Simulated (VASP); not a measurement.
# Se (P3_221) in VASP: single point with PBE

Aim: the single point of Se with PBE.

Everything below comes from runs of VASP 6.6.1. Logs are shortened: lines on timing, memory, paths and dates and some standing lists are left out, and cuts for length are marked.

### 1 The cell of the first run

The structure is trigonal, space group P3_221 (No. 154). The conventional cell has a = 4.355 Å, b = 4.355 Å, c = 4.949 Å, α = 90.00°, β = 90.00°, γ = 120.00°. Within 3.1 Å of Se (site symmetry 2) lie 2 Se at 2.32 Å.

### 2 Single point, PBE

File INCAR:

```
SYSTEM = Se
ALGO = Normal
EDIFF = 1E-6
ENCUT = 500
GGA = PE
GGA_COMPAT = .False.
ISIF = 2
ISMEAR = 0
LASPH = .True.
LCHARG = .False.
LREAL = .False.
LWAVE = .False.
NBANDS = 16
NELM = 120
PREC = Accurate
SIGMA = 0.01
```

File KPOINTS:

```
k-points
0
Gamma
  2 2 2
  0 0 0
```

File POSCAR:

```
Se
1.0
    4.3551700000      0.0000000000      0.0000000000
   -2.1775850000      3.7716878600      0.0000000000
    0.0000000000      0.0000000000      4.9494500000
Se
3
Direct
    0.2170000000      0.0000000000      0.1666666667
    0.0000000000      0.2170000000      0.8333333333
    0.7830000000      0.7830000000      0.5000000000
```

Potentials or basis: VASP PAW PBE potentials, release 64 (Se).

Launch:

```bash
> cat potpaw_PBE.64/Se/POTCAR > POTCAR
> mpirun -np 1 vasp_std > vasp.out
```

OUTCAR:

```text
SYSTEM = Se
   EDIFF = 1E-6
   ENCUT = 500
   GGA = PE
   ISIF = 2
   ISMEAR = 0
   LASPH = .True.
   LREAL = .False.
   NELM = 120
   PREC = Accurate

 ion  position               nearest neighbor table
   1  0.217  0.000  0.167-   3 2.32   2 2.32
   2  0.000  0.217  0.833-   1 2.32   3 2.32
   3  0.783  0.783  0.500-   1 2.32   2 2.32

  LATTYP: Found a hexagonal cell.
 ALAT       =     4.3551700000
 C/A-ratio  =     1.1364539157

  Lattice vectors:

 A1 = (   4.3551700000,   0.0000000000,   0.0000000000)
 A2 = (  -2.1775850000,   3.7716878600,   0.0000000000)
 A3 = (   0.0000000000,   0.0000000000,   4.9494500000)

Analysis of symmetry for initial positions (statically):
=====================================================================
 Subroutine PRICEL returns:
 Original cell was already a primitive cell.

 Routine SETGRP: Setting up the symmetry group for a
 hexagonal supercell.

 Subroutine GETGRP returns: Found  6 space group operations
 (whereof  2 operations were pure point group operations)
 out of a pool of 24 trial point group operations.

The static configuration has the point symmetry C_2 .
 The point group associated with its full space group is D_3 .

Analysis of symmetry for dynamics (positions and initial velocities):
=====================================================================
 Subroutine PRICEL returns:
 Original cell was already a primitive cell.

 Routine SETGRP: Setting up the symmetry group for a
 hexagonal supercell.

 Subroutine GETGRP returns: Found  6 space group operations
 (whereof  2 operations were pure point group operations)
 out of a pool of 24 trial point group operations.

The dynamic configuration has the point symmetry C_2 .
 The point group associated with its full space group is D_3 .

 Subroutine INISYM returns: Found  6 space group operations
 (whereof  2 operations are pure point group operations),
 and found     1 'primitive' translations

----------------------------------------------------------------------------------------

                                     Primitive cell

  volume of cell :      81.3014

  direct lattice vectors                    reciprocal lattice vectors
     4.355170000  0.000000000  0.000000000     0.229612162  0.132566644  0.000000000
    -2.177585000  3.771687860  0.000000000     0.000000000  0.265133287  0.000000000
     0.000000000  0.000000000  4.949450000     0.000000000  0.000000000  0.202042651

  length of vectors
     4.355170000  4.355170002  4.949450000     0.265133287  0.265133287  0.202042651

  position of ions in fractional coordinates (direct lattice)
     0.217000000  0.000000000  0.166666667
     1.000000000  0.217000000  0.833333333
     0.783000000  0.783000000  0.500000000

  ion indices of the primitive-cell ions
   primitive index   ion index
                 1           1
                 2           2
                 3           3

----------------------------------------------------------------------------------------

 KPOINTS: k-points

Automatic generation of k-mesh.
 Grid dimensions read from file:
 generate k-points for:    2    2    2

 Generating k-lattice:

  Cartesian coordinates                     Fractional coordinates (reciprocal lattice)
     0.114806081  0.066283322  0.000000000     0.500000000 -0.000000000  0.000000000
     0.000000000  0.132566644  0.000000000     0.000000000  0.500000000  0.000000000
     0.000000000  0.000000000  0.101021326     0.000000000  0.000000000  0.500000000

  Length of vectors
     0.132566644  0.132566644  0.101021326

  Shift w.r.t. Gamma in fractional coordinates (k-lattice)
     0.000000000  0.000000000  0.000000000

 Subroutine IBZKPT returns following result:
 ===========================================

 Found      4 irreducible k-points:

 Following reciprocal coordinates:
            Coordinates               Weight
  0.000000  0.000000  0.000000      1.000000
  0.500000 -0.000000  0.000000      3.000000
  0.000000  0.000000  0.500000      1.000000
  0.500000 -0.000000  0.500000      3.000000
   k-points           NKPTS =      4   k-points in BZ     NKDIM =      4   number of bands    NBANDS=     16
   number of dos      NEDOS =    301   number of ions     NIONS =      3
   total plane-waves  NPLWV =  36864
   dimension x,y,z NGX =    32 NGY =   32 NGZ =   36
   dimension x,y,z NGXF=    64 NGYF=   64 NGZF=   72
   ions per type =               3
   NGX,Y,Z   is equivalent  to a cutoff of  12.22, 12.22, 12.09 a.u.
   NGXF,Y,Z  is equivalent  to a cutoff of  24.43, 24.43, 24.18 a.u.
 SYSTEM =  Se
   PREC   = accura    normal or accurate (medium, high low for compatibility)
   ISTART =      0    job   : 0-new  1-cont  2-samecut
   ICHARG =      2    charge: 1-file 2-atom 10-const
   ISPIN  =      1    spin polarized calculation?
   LNONCOLLINEAR =      F non collinear calculations
   LSORBIT =      F    spin-orbit coupling
   LASPH  =      T    aspherical Exc in radial PAW
   ENCUT  =  500.0 eV  36.75 Ry    6.06 a.u.   7.94  7.94  9.02*2*pi/ulx,y,z
   NELM   =    120;   NELMIN=  2; NELMDL= -5     # of ELM steps
   EDIFF  = 0.1E-05   stopping-criterion for ELM
   LREAL  =      F    real-space projection
   EDIFFG = 0.1E-04   stopping-criterion for IOM
   NSW    =      0    number of steps for IOM
   IBRION =     -1    ionic relax: 0-MD 1-quasi-New 2-CG
   NFREE  =      0    steps in history (QN), initial steepest desc. (CG)
   ISIF   =      2    stress and relaxation
   ISYM   =      2    0-nonsym 1-usesym 2-fastsym
   POTIM  = 0.5000    time-step for ionic-motion
   TEBEG  =    0.0;   TEEND  =   0.0 temperature during run
   PSTRESS=    0.0 pullay stress
   NELECT =      18.0000    total number of electrons
   NUPDOWN=      -1.0000    fix difference up-down
   EMIN   =  10.00;   EMAX   =-10.00  energy-range for DOS
   EFERMI =   0.00;   METHOD = LEGACY
   ISMEAR =     0;   SIGMA  =   0.01  broadening in eV -4-tet -1-fermi 0-gaus
   EFERMI_NEDOS =   21; number of points for ismear=-14 and -15
   IALGO  =     38    algorithm
   IMIX   =      4    mixing-type and parameters
     AMIX     =   0.40;   BMIX     =  1.00
     AMIX_MAG =   1.60;   BMIX_MAG =  1.00
  volume/ion in A,a.u.               =      27.10       182.88
  Fermi-wavevector in a.u.,A,eV,Ry     =   0.990375  1.871538 13.345178  0.980843
  Thomas-Fermi vector in A             =   2.122041
   LORBIT       =      0    0 simple, 1 ext, 2 COOP (PROOUT), +10 PAW based schemes
   GGA     = PE    functional components
   LHFCALC =     F    Hartree Fock is set to
   AEXX    =    0.0000 exact exchange contribution
   IVDW    =     0    specifies the selected vdW correction
   LEPSILON=     F    determine dielectric tensor
   LRPA    =     F    only Hartree local field effects (RPA)
 non-spin polarized calculation
 Gauss-broadening in eV      SIGMA  =   0.01
  energy-cutoff  :      500.00
  volume of cell :       81.30
 maximum number of plane-waves:      2076
 NGX is ok and might be reduce to    32
   NGX = 15   NGY = 15   NGZ = 19

 number of electron      17.9999998 magnetization

 Free energy of the ion-electron system (eV)
  ---------------------------------------------------
  ext. energy  EPLUGINS =         0.00000000
  ---------------------------------------------------
  free energy    TOTEN  =       -10.22628169 eV

  energy without entropy =      -10.22628169  energy(sigma->0) =      -10.22628169

 E-fermi :   2.8724     XC(G=0):  -8.8348

 val. band max:        2.7718064360   @ k =   0.5000  -0.0000   0.5000
 cond. band min:       4.0179895455   @ k =   0.0000   0.0000   0.5000
 fundamental gap:      1.2461831095
 Fermi energy:         2.8723608126

 k-point     1 :       0.0000    0.0000    0.0000
  band No.  band energies     occupation
      1     -13.4075      2.00000
      2      -9.0887      2.00000
      3      -9.0887      2.00000
      4      -1.2428      2.00000
      5      -1.2428      2.00000
      6      -1.0465      2.00000
[... 8 lines left out ...]
     15       9.1474      0.00000
     16      11.1165      0.00000

 k-point     2 :       0.5000   -0.0000    0.0000
  band No.  band energies     occupation
      1     -12.9787      2.00000
      2      -9.5169      2.00000
      3      -9.0274      2.00000
      4      -2.6410      2.00000
      5      -2.0907      2.00000
      6      -0.7029      2.00000
[... 8 lines left out ...]
     15      12.3957      0.00000
     16      12.4643      0.00000

 k-point     3 :       0.0000    0.0000    0.5000
  band No.  band energies     occupation
      1     -12.2101      2.00000
      2     -12.2101      2.00000
      3      -6.5773      2.00000
      4      -2.4782      2.00000
      5      -0.7461      2.00000
      6      -0.7461      2.00000
[... 8 lines left out ...]
     15      10.1441      0.00000
     16      11.0427      0.00000

 k-point     4 :       0.5000   -0.0000    0.5000
  band No.  band energies     occupation
      1     -11.9382      2.00000
      2     -11.8118      2.00000
      3      -7.6133      2.00000
      4      -3.3615      2.00000
      5      -1.8430      2.00000
      6      -1.6069      2.00000
[... 8 lines left out ...]
     15      11.7341      0.00000
     16      12.0026      0.00000

------------------------ aborting loop because EDIFF is reached ----------------------------------------

  FORCE on cell =-STRESS in cart. coord.  units (eV):
  Direction    XX          YY          ZZ          XY          YZ          ZX
  --------------------------------------------------------------------------------------
  -------------------------------------------------------------------------------------
  Total        2.8387729      2.8387729      3.1224773      0.0000000      0.0000000      0.0000000
  in kB       55.9427023     55.9427023     61.5335643      0.0000000      0.0000000      0.0000000
  external PRESSURE =      57.8063229 kB  Pullay stress =       0.0000000 kB

 VOLUME and BASIS-vectors are now :
 -----------------------------------------------------------------------------
  energy-cutoff  :      500.00
  volume of cell :       81.30
      direct lattice vectors                 reciprocal lattice vectors
     4.355170000  0.000000000  0.000000000     0.229612162  0.132566644  0.000000000
    -2.177585000  3.771687860  0.000000000     0.000000000  0.265133287  0.000000000
     0.000000000  0.000000000  4.949450000     0.000000000  0.000000000  0.202042651

 POSITION                                       TOTAL-FORCE (eV/Angst)
 -----------------------------------------------------------------------------------
      0.94507      0.00000      0.82491         1.247268      0.000000     -0.000000
     -0.47254      0.81846      4.12454        -0.623634      1.080165      0.000000
      1.70505      2.95323      2.47472        -0.623634     -1.080165     -0.000000
 -----------------------------------------------------------------------------------
    total drift:                               -0.000000     -0.000000      0.000000

  FREE ENERGIE OF THE ION-ELECTRON SYSTEM (eV)
  ---------------------------------------------------
  free  energy   TOTEN  =       -10.2262816907 eV

  energy  without entropy=      -10.2262816907  energy(sigma->0) =      -10.22628169
```

It took 9 s on 1 thread of Intel Xeon 8259CL, shared host; peak memory 0.17 GiB.

Results:

| Item | Value |
| --- | --- |
| Free energy | -10.2263 eV |
| Pressure | 5.8 GPa |
| Largest force | 1.247 eV/Å |
| Band gap on the k mesh | 1.25 eV, indirect (least direct gap 1.51 eV) |

Forces on the atoms (eV/Å):
```
Se   1.247  0.000  0.000
Se  -0.624  1.080  0.000
Se  -0.624 -1.080  0.000
```

Levels at points of the mesh, in eV from the valence-band top:
```tsv
k point	band 5	band 6	band 7	band 8	band 9	band 10	band 11	band 12	band 13	band 14
(0.00, 0.00, 0.00)	-4.01	-3.82	-2.20	-2.20	-0.41	2.03	2.03	2.44	6.00	6.38
(0.50, 0.00, 0.00)	-4.86	-3.47	-2.97	-1.98	-1.07	2.06	2.60	4.31	5.37	7.57
(0.00, 0.00, 0.50)	-3.52	-3.52	-1.58	-1.58	-1.23	1.25	1.42	1.42	6.10	7.37
(0.50, 0.00, 0.50)	-4.61	-4.38	-1.87	-1.44	0.00	1.51	2.80	3.15	6.20	7.85
```

Caveat: the k points lie up to 0.83 Å⁻¹ apart; forces of over 1 eV/Å act on the atoms, so gaps and moduli don't describe the material at rest. A k mesh can miss the band edges.
